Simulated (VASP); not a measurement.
# KB3H8 (P2_1/m) in VASP: single point with PBE

Aim: the single point of KB3H8 with PBE.

All numbers are computed with VASP 6.6.1; they aren't measurements. Logs are shortened: lines on timing, memory, paths and dates and some standing lists are left out, and cuts for length are marked.

## Step 1: The cell of the first run

The structure is monoclinic, space group P2_1/m (No. 11). The conventional cell has a = 5.323 Å, b = 8.128 Å, c = 5.573 Å, α = 90.00°, β = 94.63°, γ = 90.00°. Within 3.7 Å of K (site symmetry m) lie 16 H at 2.79 to 3.40 Å and 8 B at 3.23 to 3.62 Å. Within 1.6 Å of B (site symmetry 1) lie 3 H at 1.21 to 1.27 Å. Within 1.6 Å of B (site symmetry m) lie 4 H at 1.21 to 1.46 Å. Within 1.7 Å of H (site symmetry 1) lie 2 B at 1.27 to 1.46 Å. Within 1.6 Å of H (site symmetry 1) lie 1 B at 1.21 Å. Within 1.6 Å of H (site symmetry 1) lie 1 B at 1.21 Å. H (site symmetry m) has 1 B at 1.21 Å within 1.6 Å. H (site symmetry m) has 1 B at 1.21 Å within 1.6 Å.

## Step 2: Single point, PBE

INCAR

```
SYSTEM = KB3H8
PREC = Accurate
ENCUT = 520
EDIFF = 1E-6
ISMEAR = -1
SIGMA = 0.05
LREAL = Auto
LASPH = .TRUE.
NELM = 100
ALGO = Normal
ISIF = 2
LWAVE = .FALSE.
LCHARG = .FALSE.
GGA = PE
NBANDS = 44
```

KPOINTS

```
Automatic mesh
0
G
  5 4 5
  0 0 0
```

POSCAR

```
KB3H8
1.0
    5.3229900000      0.0000000000      0.0000000000
    0.0000000000      8.1279700000      0.0000000000
   -0.4496293076      0.0000000000      5.5550129431
K B H
2 6 16
Direct
    0.2275437893      0.7500000000      0.8956205211
    0.7724562107      0.2500000000      0.1043794789
    0.2108408710      0.1397351034      0.7695678078
    0.7891591290      0.6397351034      0.2304321922
    0.7891591290      0.8602648966      0.2304321922
    0.2108408710      0.3602648966      0.7695678078
    0.3673106495      0.2500000000      0.5509052112
    0.6326893505      0.7500000000      0.4490947888
    0.3242657942      0.0760880868      0.6010519809
    0.6757342058      0.5760880868      0.3989480191
    0.6757342058      0.9239119132      0.3989480191
    0.3242657942      0.4239119132      0.6010519809
    0.3254806762      0.0877589038      0.9503483509
    0.6745193238      0.5877589038      0.0496516491
    0.6745193238      0.9122410962      0.0496516491
    0.3254806762      0.4122410962      0.9503483509
   -0.0011386097      0.0865990758      0.7294660814
    1.0011386097      0.5865990758      0.2705339186
    1.0011386097      0.9134009242      0.2705339186
   -0.0011386097      0.4134009242      0.7294660814
    0.2791022246      0.2500000000      0.3441504834
    0.7208977754      0.7500000000      0.6558495166
    0.5955500371      0.2500000000      0.5744899550
    0.4044499629      0.7500000000      0.4255100450
```

Potentials or basis: VASP PAW PBE potentials, release 64 (K_sv, B, H).

The run is started by

```sh
$ cat potpaw_PBE.64/K_sv/POTCAR potpaw_PBE.64/B/POTCAR potpaw_PBE.64/H/POTCAR > POTCAR
$ mpirun -np 1 vasp_std > vasp.out
```

OUTCAR:

```text
SYSTEM = KB3H8
   PREC = Accurate
   ENCUT = 520
   EDIFF = 1E-6
   ISMEAR = -1
   LREAL = Auto
   LASPH = .TRUE.
   NELM = 100
   ISIF = 2
   GGA = PE

 ion  position               nearest neighbor table
   1  0.228  0.750  0.896-
   2  0.772  0.250  0.104-
   3  0.211  0.140  0.770-  13 1.21  17 1.21   9 1.27   7 1.77   6 1.79
   4  0.789  0.640  0.230-  14 1.21  18 1.21  10 1.27   8 1.77   5 1.79
   5  0.789  0.860  0.230-  15 1.21  19 1.21  11 1.27   8 1.77   4 1.79
   6  0.211  0.360  0.770-  16 1.21  20 1.21  12 1.27   7 1.77   3 1.79
   7  0.367  0.250  0.551-  21 1.21  23 1.21   9 1.46  12 1.46   3 1.77   6 1.77
   8  0.633  0.750  0.449-  22 1.21  24 1.21  10 1.46  11 1.46   4 1.77   5 1.77
   9  0.324  0.076  0.601-   3 1.27   7 1.46
  10  0.676  0.576  0.399-   4 1.27   8 1.46
  11  0.676  0.924  0.399-   5 1.27   8 1.46
  12  0.324  0.424  0.601-   6 1.27   7 1.46
  13  0.325  0.088  0.950-   3 1.21
  14  0.675  0.588  0.050-   4 1.21
  15  0.675  0.912  0.050-   5 1.21
  16  0.325  0.412  0.950-   6 1.21
  17  0.999  0.087  0.729-   3 1.21
  18  0.001  0.587  0.271-   4 1.21
  19  0.001  0.913  0.271-   5 1.21
  20  0.999  0.413  0.729-   6 1.21
  21  0.279  0.250  0.344-   7 1.21
  22  0.721  0.750  0.656-   8 1.21
  23  0.596  0.250  0.574-   7 1.21
  24  0.404  0.750  0.426-   8 1.21

  LATTYP: Found a simple monoclinic cell.
 ALAT       =     5.3229900000
 B/A-ratio  =     1.5269557147
 C/A-ratio  =     1.0470017791
 COS(beta)  =    -0.0806773346

  Lattice vectors:

 A1 = (   5.3229900000,   0.0000000000,   0.0000000000)
 A2 = (   0.0000000000,   8.1279700000,   0.0000000000)
 A3 = (  -0.4496293076,   0.0000000000,   5.5550129431)

Analysis of symmetry for initial positions (statically):
=====================================================================
 Subroutine PRICEL returns:
 Original cell was already a primitive cell.

 Routine SETGRP: Setting up the symmetry group for a
 simple monoclinic supercell.

 Subroutine GETGRP returns: Found  4 space group operations
 (whereof  2 operations were pure point group operations)
 out of a pool of  4 trial point group operations.

The static configuration has the point symmetry S_2 .
 The point group associated with its full space group is C_2h.

Analysis of symmetry for dynamics (positions and initial velocities):
[... 156 lines left out ...]
   EDIFF  = 0.1E-05   stopping-criterion for ELM
   LREAL  =      T    real-space projection
   EDIFFG = 0.1E-04   stopping-criterion for IOM
   NSW    =      0    number of steps for IOM
   IBRION =     -1    ionic relax: 0-MD 1-quasi-New 2-CG
   NFREE  =      0    steps in history (QN), initial steepest desc. (CG)
   ISIF   =      2    stress and relaxation
   ISYM   =      2    0-nonsym 1-usesym 2-fastsym
   POTIM  = 0.5000    time-step for ionic-motion
   TEBEG  =    0.0;   TEEND  =   0.0 temperature during run
   PSTRESS=    0.0 pullay stress
   NELECT =      52.0000    total number of electrons
   NUPDOWN=      -1.0000    fix difference up-down
   EMIN   =  10.00;   EMAX   =-10.00  energy-range for DOS
   EFERMI =   0.00;   METHOD = LEGACY
   ISMEAR =    -1;   SIGMA  =   0.05  broadening in eV -4-tet -1-fermi 0-gaus
   EFERMI_NEDOS =   21; number of points for ismear=-14 and -15
   IALGO  =     38    algorithm
   IMIX   =      4    mixing-type and parameters
     AMIX     =   0.40;   BMIX     =  1.00
     AMIX_MAG =   1.60;   BMIX_MAG =  1.00
  volume/ion in A,a.u.               =      10.01        67.58
  Fermi-wavevector in a.u.,A,eV,Ry     =   0.982807  1.857236 13.142004  0.965910
  Thomas-Fermi vector in A             =   2.113918
   LORBIT       =      0    0 simple, 1 ext, 2 COOP (PROOUT), +10 PAW based schemes
   GGA     = PE    functional components
   LHFCALC =     F    Hartree Fock is set to
   AEXX    =    0.0000 exact exchange contribution
   IVDW    =     0    specifies the selected vdW correction
   LEPSILON=     F    determine dielectric tensor
   LRPA    =     F    only Hartree local field effects (RPA)
 non-spin polarized calculation
  energy-cutoff  :      520.00
  volume of cell :      240.34
 maximum number of plane-waves:      6490
   NGX = 19   NGY = 31   NGZ = 21

 number of electron      51.9999998 magnetization

 Free energy of the ion-electron system (eV)
  ---------------------------------------------------
  ext. energy  EPLUGINS =         0.00000000
  ---------------------------------------------------
  free energy    TOTEN  =      -101.96075109 eV

  energy without entropy =     -101.96075109  energy(sigma->0) =     -101.96075109

 E-fermi :  -1.5192     XC(G=0):  -7.6584

 val. band max:       -2.6267380860   @ k =  -0.4000   0.0000   0.4000
 cond. band min:       3.3568572961   @ k =  -0.4000   0.5000   0.4000
 fundamental gap:      5.9835953821
 Fermi energy:        -1.5192278208

 k-point     1 :       0.0000    0.0000    0.0000
  band No.  band energies     occupation
      1     -30.4884      2.00000
      2     -30.4869      2.00000
      3     -14.0205      2.00000
      4     -14.0024      2.00000
      5     -13.9984      2.00000
      6     -13.9881      2.00000
[... 973 lines left out ...]
     37       6.4232      0.00000
     38       6.4232      0.00000

 [... further k-points ...]

 [bands above 38 left out]

------------------------ aborting loop because EDIFF is reached ----------------------------------------

  FORCE on cell =-STRESS in cart. coord.  units (eV):
  Direction    XX          YY          ZZ          XY          YZ          ZX
  --------------------------------------------------------------------------------------
  -------------------------------------------------------------------------------------
  Total        0.4453176      0.5935020      1.0244754      0.0000000      0.0000000      0.0884251
  in kB        2.9686403      3.9564887      6.8295059      0.0000000      0.0000000      0.5894719
  external PRESSURE =       4.5848783 kB  Pullay stress =       0.0000000 kB

 VOLUME and BASIS-vectors are now :
 -----------------------------------------------------------------------------
  energy-cutoff  :      520.00
  volume of cell :      240.34
      direct lattice vectors                 reciprocal lattice vectors
     5.322990000  0.000000000  0.000000000     0.187864339  0.000000000  0.015205961
     0.000000000  8.127970000  0.000000000     0.000000000  0.123031950  0.000000000
    -0.449629308  0.000000000  5.555012943     0.000000000  0.000000000  0.180017582

 POSITION                                       TOTAL-FORCE (eV/Angst)
 -----------------------------------------------------------------------------------
      0.80852      6.09598      4.97518         0.007389      0.000000     -0.005145
      4.06484      2.03199      0.57983        -0.007389      0.000000      0.005145
      0.77628      1.13576      4.27496        -0.017316      0.006040     -0.015784
      4.09708      5.19975      1.28005         0.017316      0.006040      0.015784
      4.09708      6.99221      1.28005         0.017316     -0.006040      0.015784
      0.77628      2.92822      4.27496        -0.017316     -0.006040     -0.015784
[... 16 lines left out ...]
      2.91180      2.03199      3.19130         0.023129      0.000000      0.005481
      1.96156      6.09598      2.36371        -0.023129      0.000000     -0.005481
 -----------------------------------------------------------------------------------
    total drift:                                0.000000      0.000000     -0.000000

  FREE ENERGIE OF THE ION-ELECTRON SYSTEM (eV)
  ---------------------------------------------------
  free  energy   TOTEN  =      -101.9607510868 eV

  energy  without entropy=     -101.9607510868  energy(sigma->0) =     -101.96075109
```

OSZICAR:

```text
N       E                     dE             d eps       ncg     rms          rms(c)
DAV:   1     0.206930825953E+03    0.20693E+03   -0.22009E+04  3432   0.101E+03
DAV:   2    -0.929625319895E+02   -0.29989E+03   -0.28976E+03  4164   0.249E+02
DAV:   3    -0.112702186389E+03   -0.19740E+02   -0.19661E+02  5176   0.566E+01
DAV:   4    -0.113179960413E+03   -0.47777E+00   -0.47687E+00  5224   0.756E+00
DAV:   5    -0.113202895164E+03   -0.22935E-01   -0.22933E-01  4952   0.104E+00    0.153E+01
DAV:   6    -0.104264052283E+03    0.89388E+01   -0.84622E+00  4032   0.110E+01    0.842E+00
DAV:   7    -0.101993477954E+03    0.22706E+01   -0.63031E+00  4568   0.953E+00    0.312E+00
DAV:   8    -0.101963360736E+03    0.30117E-01   -0.10740E+00  4704   0.402E+00    0.621E-01
DAV:   9    -0.101954243526E+03    0.91172E-02   -0.14109E-01  4664   0.131E+00    0.367E-01
DAV:  10    -0.101960109445E+03   -0.58659E-02   -0.19081E-02  4776   0.448E-01    0.195E-01
DAV:  11    -0.101960927890E+03   -0.81844E-03   -0.18166E-03  4728   0.190E-01    0.973E-02
DAV:  12    -0.101960700804E+03    0.22709E-03   -0.10112E-03  4680   0.107E-01    0.186E-02
DAV:  13    -0.101960746169E+03   -0.45365E-04   -0.11960E-04  4336   0.405E-02    0.101E-02
DAV:  14    -0.101960750460E+03   -0.42907E-05   -0.10236E-05  4592   0.122E-02    0.279E-03
DAV:  15    -0.101960751087E+03   -0.62671E-06   -0.89605E-07  3184   0.443E-03
   1 F= -.10196075E+03 E0= -.10196075E+03  d E =-.403610E-10
```

It took 5.2 min on 1 thread of AMD EPYC 9R45 (Zen 5), shared host; peak memory 0.42 GiB.

Results:

```
Free energy            : -101.9608 eV
Pressure               : 0.5 GPa
Largest force          : 0.024 eV/Å
Band gap on the k mesh : 5.98 eV, indirect (least direct gap 6.12 eV)
```

Forces on the atoms (eV/Å):
```
K    0.007  0.000 -0.005
K   -0.007  0.000  0.005
B   -0.017  0.006 -0.016
B    0.017  0.006  0.016
B    0.017 -0.006  0.016
B   -0.017 -0.006 -0.016
B    0.003  0.000  0.003
B   -0.003  0.000 -0.003
H   -0.003 -0.001 -0.012
H    0.003 -0.001  0.012
H    0.003  0.001  0.012
H   -0.003  0.001 -0.012
H    0.002 -0.007  0.016
H   -0.002 -0.007 -0.016
H   -0.002  0.007 -0.016
H    0.002  0.007  0.016
H    0.010 -0.004  0.005
H   -0.010 -0.004 -0.005
H   -0.010  0.004 -0.005
H    0.010  0.004  0.005
H   -0.008  0.000 -0.003
H    0.008  0.000  0.003
H    0.023  0.000  0.005
H   -0.023  0.000 -0.005
```

Stress tensor (GPa, compression positive):
```
0.30 0.00 0.06
0.00 0.40 0.00
0.06 0.00 0.68
```
